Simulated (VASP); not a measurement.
**BaBi9Rh2: single point with PBE**

BaBi9Rh2:

```
Rh Ba Bi
1.0
     4.86396    8.42406    0.05276
    -5.02012    8.51422    0.18262
    -0.06262    0.06553    4.72612
Rh Ba Bi
2 1 9
Cartesian
  -0.0292 11.6971 5.0512
  0.2756 5.6502 4.8133
  -0.1465 16.5765 0.2335
  -1.9559 10.3855 2.5851
  -0.0060 3.4284 2.4754
  1.5157 10.2553 2.4866
  2.0963 6.7964 2.3198
  -0.0880 13.2997 2.4852
  -1.9013 6.9827 2.3396
  -2.2094 4.2772 -0.0393
  -0.2625 8.6727 4.9838
  -2.4384 12.6638 0.3574
```

| Property | Result |
| --- | --- |
| Program | VASP 6.6.1 |
| Task | single point |
| Functional | PBE |
| Potentials or basis | VASP PAW PBE potentials, release 64 (Rh_pv, Ba_sv, Bi_d) |
| Cutoff | 400 eV |
| k mesh | 2 × 2 × 3 |
| Occupations | fermi-dirac, width 0.1 eV |
| Spin | no spin polarisation |
| Dipole correction | no |
| Further INCAR settings | ALGO = Normal; EDIFF = 1e-06; NBANDS = 100 |

The pressure is -0.9 GPa. The largest force is 1.083 eV/Å and the band gap on the k mesh is zero (an odd number of electrons rules out a gap without spin polarisation).

Forces in eV/Å, atoms in the order of the input:
```
Rh   0.490 -0.831 -0.492
Rh  -0.147  0.364  0.052
Ba   0.104  0.097 -0.080
Bi  -0.155 -0.378  0.236
Bi  -0.080  0.455 -0.092
Bi   0.512  0.205  0.045
Bi  -0.744 -0.197  0.122
Bi   0.380  0.715  0.702
Bi   0.021 -0.426  0.334
Bi   0.111  0.197  0.146
Bi   0.199 -0.463 -0.430
Bi  -0.691  0.261 -0.542
```

Stress tensor (GPa, compression positive):
```
-0.19 -0.55  0.08
-0.55 -1.45  0.06
 0.08  0.06 -1.11
```

Levels at points of the mesh, in eV from the Fermi level:
| k point | band 83 | band 84 | band 85 | band 86 | band 87 | band 88 | band 89 | band 90 | band 91 | band 92 |
| --- | --- | --- | --- | --- | --- | --- | --- | --- | --- | --- |
| (0.00, 0.00, 0.00) | -0.91 | -0.74 | -0.63 | -0.33 | -0.16 | -0.06 | -0.02 | 0.24 | 0.37 | 0.54 |
| (0.50, 0.00, 0.00) | -0.97 | -0.78 | -0.37 | -0.20 | 0.03 | 0.11 | 0.53 | 0.70 | 0.97 | 1.05 |
| (0.00, 0.50, 0.00) | -0.91 | -0.62 | -0.44 | -0.31 | 0.01 | 0.17 | 0.38 | 0.52 | 0.92 | 1.07 |
| (0.50, 0.50, 0.00) | -0.98 | -0.62 | -0.31 | -0.16 | -0.05 | 0.15 | 0.52 | 0.58 | 0.87 | 1.05 |

Run time: 3.1 min on 1 thread of Intel(R) Xeon(R) 6975P-C (Granite Rapids) (shared host), peak memory 0.42 GiB.

Caveat: the k points lie up to 0.44 Å⁻¹ apart, too coarse for converged energies and pressures of a metal; spin-orbit coupling is left out, which moves the levels of the heavy elements; forces of over 1 eV/Å act on the atoms, so gaps and moduli don't describe the material at rest.
